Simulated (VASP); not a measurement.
# FeO (Pm-3m) in VASP: further runs

The runs below take FeO through single point, with PBE.

Everything below comes from runs of VASP 6.6.1. Logs are shortened: lines on timing, memory, paths and dates and some standing lists are left out, and cuts for length are marked.

### Step 1. The cell of the first run

It takes space group Pm-3m (No. 221, cubic). The conventional cell has a = 2.595 Å, b = 2.595 Å, c = 2.595 Å, α = 90.00°, β = 90.00°, γ = 90.00°. Within 3.0 Å of Fe (site symmetry m-3m) lie 8 O at 2.25 Å and 6 Fe at 2.59 Å. O (site symmetry m-3m) has 8 Fe at 2.25 Å and 6 O at 2.59 Å within 3.0 Å.

### Step 2. Single point, PBE, collinear spin, ferromagnetic start

File INCAR:

```
PREC = Accurate
ENCUT = 600
EDIFF = 1E-6
ISMEAR = -1
SIGMA = 0.05
LREAL = F
LASPH = T
NELM = 200
ALGO = Normal
ISIF = 2
LWAVE = F
LCHARG = F
ISPIN = 2
MAGMOM = 3 0
LORBIT = 11
LMAXMIX = 4
GGA = PE
NBANDS = 22
GGA_COMPAT = F
```

File KPOINTS:

```
Automatic mesh
0
Gamma
  10 10 10
```

File POSCAR:

```
FeO
1.0
    2.5949357485      0.0000000000      0.0000000000
    0.0000000000      2.5949357485      0.0000000000
    0.0000000000      0.0000000000      2.5949357485
Fe O
1 1
Direct
    0.0000000000      0.0000000000      0.0000000000
    0.5000000000      0.5000000000      0.5000000000
```

Potentials or basis: VASP PAW PBE potentials, release 64 (Fe_sv, O).

Command:

```sh
$ cat potpaw_PBE.64/Fe_sv/POTCAR potpaw_PBE.64/O/POTCAR > POTCAR
$ mpirun -np 1 vasp_std > vasp.out
```

OUTCAR:

```text
PREC = Accurate
   ENCUT = 600
   EDIFF = 1E-6
   ISMEAR = -1
   LREAL = F
   LASPH = T
   NELM = 200
   ISIF = 2
   ISPIN = 2
   LORBIT = 11
   GGA = PE

 ion  position               nearest neighbor table
   1  0.000  0.000  0.000-   2 2.25   2 2.25   2 2.25   2 2.25   2 2.25   2 2.25   2 2.25   2 2.25

   2  0.500  0.500  0.500-   1 2.25   1 2.25   1 2.25   1 2.25   1 2.25   1 2.25   1 2.25   1 2.25

  LATTYP: Found a simple cubic cell.
 ALAT       =     2.5949357485

  Lattice vectors:

 A1 = (   2.5949357485,   0.0000000000,   0.0000000000)
 A2 = (   0.0000000000,   2.5949357485,   0.0000000000)
 A3 = (   0.0000000000,   0.0000000000,   2.5949357485)

Analysis of symmetry for initial positions (statically):
=====================================================================
 Subroutine PRICEL returns:
 Original cell was already a primitive cell.

 Routine SETGRP: Setting up the symmetry group for a
 simple cubic supercell.

 Subroutine GETGRP returns: Found 48 space group operations
 (whereof 48 operations were pure point group operations)
 out of a pool of 48 trial point group operations.

The static configuration has the point symmetry O_h .

Analysis of symmetry for dynamics (positions and initial velocities):
=====================================================================
 Subroutine PRICEL returns:
 Original cell was already a primitive cell.

 Routine SETGRP: Setting up the symmetry group for a
 simple cubic supercell.

 Subroutine GETGRP returns: Found 48 space group operations
 (whereof 48 operations were pure point group operations)
 out of a pool of 48 trial point group operations.

The dynamic configuration has the point symmetry O_h .

Analysis of structural, dynamic, and magnetic symmetry:
=====================================================================
 Subroutine PRICEL returns:
 Original cell was already a primitive cell.

 Routine SETGRP: Setting up the symmetry group for a
 simple cubic supercell.

 Subroutine GETGRP returns: Found 48 space group operations
 (whereof 48 operations were pure point group operations)
 out of a pool of 48 trial point group operations.

The overall configuration has the point symmetry O_h .

 Subroutine INISYM returns: Found 48 space group operations
 (whereof 48 operations are pure point group operations),
 and found     1 'primitive' translations

----------------------------------------------------------------------------------------

                                     Primitive cell

  volume of cell :      17.4735

  direct lattice vectors                    reciprocal lattice vectors
     2.594935749  0.000000000  0.000000000     0.385365996  0.000000000  0.000000000
     0.000000000  2.594935749  0.000000000     0.000000000  0.385365996  0.000000000
     0.000000000  0.000000000  2.594935749     0.000000000  0.000000000  0.385365996

  length of vectors
     2.594935749  2.594935749  2.594935749     0.385365996  0.385365996  0.385365996

  position of ions in fractional coordinates (direct lattice)
     0.000000000  0.000000000  0.000000000
     0.500000000  0.500000000  0.500000000

  ion indices of the primitive-cell ions
   primitive index   ion index
                 1           1
                 2           2

----------------------------------------------------------------------------------------

 KPOINTS: Automatic mesh

Automatic generation of k-mesh.
 Grid dimensions read from file:
 generate k-points for:   10   10   10

 Generating k-lattice:

  Cartesian coordinates                     Fractional coordinates (reciprocal lattice)
     0.038536600  0.000000000  0.000000000     0.100000000  0.000000000  0.000000000
     0.000000000  0.038536600  0.000000000     0.000000000  0.100000000  0.000000000
     0.000000000  0.000000000  0.038536600     0.000000000  0.000000000  0.100000000

  Length of vectors
     0.038536600  0.038536600  0.038536600

  Shift w.r.t. Gamma in fractional coordinates (k-lattice)
     0.000000000  0.000000000  0.000000000

 Subroutine IBZKPT returns following result:
 ===========================================

 Found     56 irreducible k-points:

 Following reciprocal coordinates:
            Coordinates               Weight
  0.000000  0.000000  0.000000      1.000000
  0.100000  0.000000  0.000000      6.000000
  0.200000  0.000000  0.000000      6.000000
  0.300000  0.000000  0.000000      6.000000
  0.400000  0.000000  0.000000      6.000000
  0.500000  0.000000  0.000000      3.000000
[... 16 lines left out ...]
  0.200000  0.100000  0.100000     24.000000
  0.300000  0.100000  0.100000     24.000000
 [... further k-points ...]
   k-points           NKPTS =     56   k-points in BZ     NKDIM =     56   number of bands    NBANDS=     22
   number of dos      NEDOS =    301   number of ions     NIONS =      2
   total plane-waves  NPLWV =  13824
   dimension x,y,z NGX =    24 NGY =   24 NGZ =   24
   dimension x,y,z NGXF=    48 NGYF=   48 NGZF=   48
   ions per type =               1   1
   NGX,Y,Z   is equivalent  to a cutoff of  15.38, 15.38, 15.38 a.u.
   NGXF,Y,Z  is equivalent  to a cutoff of  30.75, 30.75, 30.75 a.u.
 SYSTEM =  unknown system
   PREC   = accura    normal or accurate (medium, high low for compatibility)
   ISTART =      0    job   : 0-new  1-cont  2-samecut
   ICHARG =      2    charge: 1-file 2-atom 10-const
   ISPIN  =      2    spin polarized calculation?
   LNONCOLLINEAR =      F non collinear calculations
   LSORBIT =      F    spin-orbit coupling
   LASPH  =      T    aspherical Exc in radial PAW
   ENCUT  =  600.0 eV  44.10 Ry    6.64 a.u.   5.18  5.18  5.18*2*pi/ulx,y,z
   NELM   =    200;   NELMIN=  2; NELMDL= -5     # of ELM steps
   EDIFF  = 0.1E-05   stopping-criterion for ELM
   LREAL  =      F    real-space projection
[... 7 lines left out ...]
   TEBEG  =    0.0;   TEEND  =   0.0 temperature during run
   PSTRESS=    0.0 pullay stress
   NELECT =      22.0000    total number of electrons
   NUPDOWN=      -1.0000    fix difference up-down
   EMIN   =  10.00;   EMAX   =-10.00  energy-range for DOS
   EFERMI =   0.00;   METHOD = LEGACY
   ISMEAR =    -1;   SIGMA  =   0.05  broadening in eV -4-tet -1-fermi 0-gaus
   EFERMI_NEDOS =   21; number of points for ismear=-14 and -15
   IALGO  =     38    algorithm
   IMIX   =      4    mixing-type and parameters
     AMIX     =   0.40;   BMIX     =  1.00
     AMIX_MAG =   1.60;   BMIX_MAG =  1.00
  volume/ion in A,a.u.               =       8.74        58.96
  Fermi-wavevector in a.u.,A,eV,Ry     =   1.767757  3.340575 42.517705  3.124963
  Thomas-Fermi vector in A             =   2.835079
   LORBIT       =     11    0 simple, 1 ext, 2 COOP (PROOUT), +10 PAW based schemes
   GGA     = PE    functional components
   LHFCALC =     F    Hartree Fock is set to
   AEXX    =    0.0000 exact exchange contribution
   IVDW    =     0    specifies the selected vdW correction
   LEPSILON=     F    determine dielectric tensor
   LRPA    =     F    only Hartree local field effects (RPA)
 spin polarized calculation
  energy-cutoff  :      600.00
  volume of cell :       17.47
 maximum number of plane-waves:       624
 NGX is ok and might be reduce to    24
   NGX = 11   NGY = 11   NGZ = 11

 number of electron      21.9999994 magnetization       3.9956995

 Free energy of the ion-electron system (eV)
  ---------------------------------------------------
  ext. energy  EPLUGINS =         0.00000000
  ---------------------------------------------------
  free energy    TOTEN  =       -14.43646255 eV

  energy without entropy =      -14.43425377  energy(sigma->0) =      -14.43535816

 E-fermi :  11.0100     XC(G=0): -13.4648

 val. band max:       10.9847045930   @ k =   0.2000   0.2000   0.0000
 cond. band min:      11.0931697887   @ k =   0.5000   0.3000   0.3000
 fundamental gap:      0.1084651956
 Fermi energy:        11.0099961472

 spin component 1

 k-point     1 :       0.0000    0.0000    0.0000
  band No.  band energies     occupation
      1     -78.5380      1.00000
      2     -44.5012      1.00000
      3     -44.5012      1.00000
      4     -44.5012      1.00000
      5      -9.7371      1.00000
      6       6.3224      1.00000
[... 14 lines left out ...]
     21      41.8659      0.00000
     22      41.8659      0.00000

 k-point     2 :       0.1000    0.0000    0.0000
  band No.  band energies     occupation
      1     -78.5364      1.00000
      2     -44.5172      1.00000
      3     -44.5005      1.00000
      4     -44.5005      1.00000
      5      -9.6274      1.00000
      6       5.9784      1.00000
[... 14 lines left out ...]
     21      40.6968      0.00000
     22      40.6968      0.00000
[... 523 lines left out ...]
     21      37.9262      0.00000
     22      41.4721      0.00000

 k-point    24 :       0.3000    0.1000    0.1000
  band No.  band energies     occupation
      1     -78.5235      1.00000
      2     -44.6055      1.00000
      3     -44.5062      1.00000
      4     -44.5049      1.00000
      5      -8.7507      1.00000
      6       3.5636      1.00000
[... 14 lines left out ...]
     21      37.8884      0.00000
     22      40.7384      0.00000

 [... further k-points ...]

 spin component 2

 k-point     1 :       0.0000    0.0000    0.0000
  band No.  band energies     occupation
      1     -74.4319      1.00000
      2     -40.4813      1.00000
      3     -40.4812      1.00000
      4     -40.4812      1.00000
      5      -9.1139      1.00000
      6       8.6928      1.00000
[... 14 lines left out ...]
     21      42.3421      0.00000
     22      42.3421      0.00000

 k-point     2 :       0.1000    0.0000    0.0000
  band No.  band energies     occupation
      1     -74.4300      1.00000
      2     -40.5004      1.00000
      3     -40.4802      1.00000
      4     -40.4802      1.00000
      5      -9.0016      1.00000
      6       7.4213      1.00000
[... 14 lines left out ...]
     21      41.3357      0.00000
     22      41.3357      0.00000
[... 523 lines left out ...]
     21      38.8116      0.00000
     22      42.1057      0.00000

 k-point    24 :       0.3000    0.1000    0.1000
  band No.  band energies     occupation
      1     -74.4153      1.00000
      2     -40.6056      1.00000
      3     -40.4874      1.00000
      4     -40.4858      1.00000
      5      -8.0996      1.00000
      6       4.4016      1.00000
[... 14 lines left out ...]
     21      38.7629      0.00000
     22      41.6208      0.00000

 [... further k-points ...]
[... 5 lines left out ...]
  --------------------------------------------------------------------------------------
  -------------------------------------------------------------------------------------
  Total        1.2721200      1.2721200      1.2721200      0.0000000     -0.0000000      0.0000000
  in kB      116.6430387    116.6430387    116.6430387      0.0000000     -0.0000000      0.0000000
  external PRESSURE =     116.6430387 kB  Pullay stress =       0.0000000 kB

 VOLUME and BASIS-vectors are now :
 -----------------------------------------------------------------------------
  energy-cutoff  :      600.00
  volume of cell :       17.47
      direct lattice vectors                 reciprocal lattice vectors
     2.594935749  0.000000000  0.000000000     0.385365996  0.000000000  0.000000000
     0.000000000  2.594935749  0.000000000     0.000000000  0.385365996  0.000000000
     0.000000000  0.000000000  2.594935749     0.000000000  0.000000000  0.385365996

 POSITION                                       TOTAL-FORCE (eV/Angst)
 -----------------------------------------------------------------------------------
      0.00000      0.00000      0.00000         0.000000      0.000000      0.000000
      1.29747      1.29747      1.29747         0.000000      0.000000      0.000000
 -----------------------------------------------------------------------------------
    total drift:                                0.000000      0.000000     -0.000000

  FREE ENERGIE OF THE ION-ELECTRON SYSTEM (eV)
  ---------------------------------------------------
  free  energy   TOTEN  =       -14.4364625546 eV

  energy  without entropy=      -14.4342537723  energy(sigma->0) =      -14.43535816

 total charge

# of ion       s       p       d       tot
------------------------------------------
    1        2.111   6.003   5.536  13.650
    2        1.566   3.423   0.000   4.989
--------------------------------------------------
tot          3.677   9.425   5.536  18.639

 magnetization (x)

# of ion       s       p       d       tot
------------------------------------------
    1        0.008   0.010   3.387   3.405
    2        0.030   0.342   0.000   0.372
--------------------------------------------------
tot          0.038   0.352   3.387   3.777
```

It took 21 s on 1 thread of Intel Xeon 6975P-C (Granite Rapids), shared host; peak memory 0.17 GiB.

What came out:

```
Free energy                                           : -14.4365 eV
Pressure                                              : 11.7 GPa
Band gap on the k mesh                                : zero (filled and empty bands overlap)
Net moment                                            : 4.00 μB per cell
Site moments                                          : Fe +3.40; O +0.37 μB
Valence electrons inside the program's atomic spheres : Fe 13.65; O 4.99
```

Caveat: a cell with one magnetic atom can't hold antiferromagnetic order, which such compounds often take; semilocal functionals often make such compounds metallic where correlation or magnetic order opens a gap, which also shifts bond lengths.

### Step 3. Single point, PBE, collinear spin, ferromagnetic start

This run uses another cell than the first one, of 9.09 Å³/atom, 1.041 times its volume.

File INCAR:

```
SYSTEM = FeO
ALGO     = Normal         ! electronic algorithm
EDIFF    = 1E-6           ! SCF threshold, eV
ENCUT    = 600            ! plane-wave cutoff, eV
GGA      = PE             ! functional
GGA_COMPAT= .FALSE.      
ISIF     = 2              ! what is computed and relaxed
ISMEAR   = -1             ! smearing method
ISPIN    = 2              ! spin polarisation
LASPH    = .TRUE.         ! aspherical terms in the spheres
LCHARG   = .FALSE.        ! write CHGCAR
LMAXMIX  = 4              ! l up to which the mixer works
LORBIT   = 11             ! projections on sites
LREAL    = .FALSE.        ! projectors in reciprocal space
LWAVE    = .FALSE.        ! write WAVECAR
MAGMOM   = 3 0            ! initial moments
NBANDS   = 22             ! bands
NELM     = 200            ! most SCF steps
PREC     = Accurate       ! precision mode
SIGMA    = 0.05           ! smearing width, eV
```

File KPOINTS:

```
k-points
0
G
  10 10 10
  0 0 0
```

File POSCAR:

```
FeO
1.0
    2.6297712576      0.0000000000      0.0000000000
    0.0000000000      2.6297712576      0.0000000000
    0.0000000000      0.0000000000      2.6297712576
Fe O
1 1
Direct
    0.0000000000      0.0000000000      0.0000000000
    0.5000000000      0.5000000000      0.5000000000
```

Potentials or basis: VASP PAW PBE potentials, release 64 (Fe_sv, O).

Command:

```sh
$ cat potpaw_PBE.64/Fe_sv/POTCAR potpaw_PBE.64/O/POTCAR > POTCAR
$ mpirun -np 1 vasp_std > vasp.out
```

It took 39 s on 1 thread of Intel Xeon Platinum 8488C (Sapphire Rapids), shared host; peak memory 0.17 GiB.

The run converged. Its results:

```
Free energy                                           : -14.4770 eV
Pressure                                              : 2.1 GPa
Band gap on the k mesh                                : zero (filled and empty bands overlap)
Net moment                                            : 4.00 μB per cell
Site moments                                          : Fe +3.41; O +0.36 μB
Valence electrons inside the program's atomic spheres : Fe 13.63; O 4.97
```

Levels at points of the mesh, in eV from the Fermi level:
Spin up:
```tsv
k point	band 10	band 11	band 12	band 13	band 14	band 15	band 16	band 17
(0.00, 0.00, 0.00)	-2.89	-2.55	-2.55	-2.55	0.54	15.15	15.15	19.69
(0.50, 0.00, 0.00)	-2.47	-1.57	-0.29	-0.29	5.85	8.04	15.65	17.31
(0.50, 0.50, 0.00)	-3.19	-3.19	-1.98	-1.53	5.82	10.89	10.89	16.31
(0.50, 0.50, 0.50)	-1.49	-0.24	-0.24	-0.24	6.51	6.51	6.51	15.05
```
Spin down:
| k point | band 7 | band 8 | band 9 | band 10 | band 11 | band 12 |
| --- | --- | --- | --- | --- | --- | --- |
| (0.00, 0.00, 0.00) | -2.21 | -2.21 | -2.07 | -2.07 | 1.56 | 1.61 |
| (0.50, 0.00, 0.00) | -2.89 | -2.89 | -1.55 | 1.33 | 1.73 | 2.57 |
| (0.50, 0.50, 0.00) | -5.78 | -1.64 | -1.29 | 0.39 | 0.74 | 0.74 |
| (0.50, 0.50, 0.50) | -6.20 | -6.20 | 1.76 | 1.76 | 2.96 | 2.96 |

Caveat: a cell with one magnetic atom can't hold antiferromagnetic order, which such compounds often take; semilocal functionals often make such compounds metallic where correlation or magnetic order opens a gap, which also shifts bond lengths.
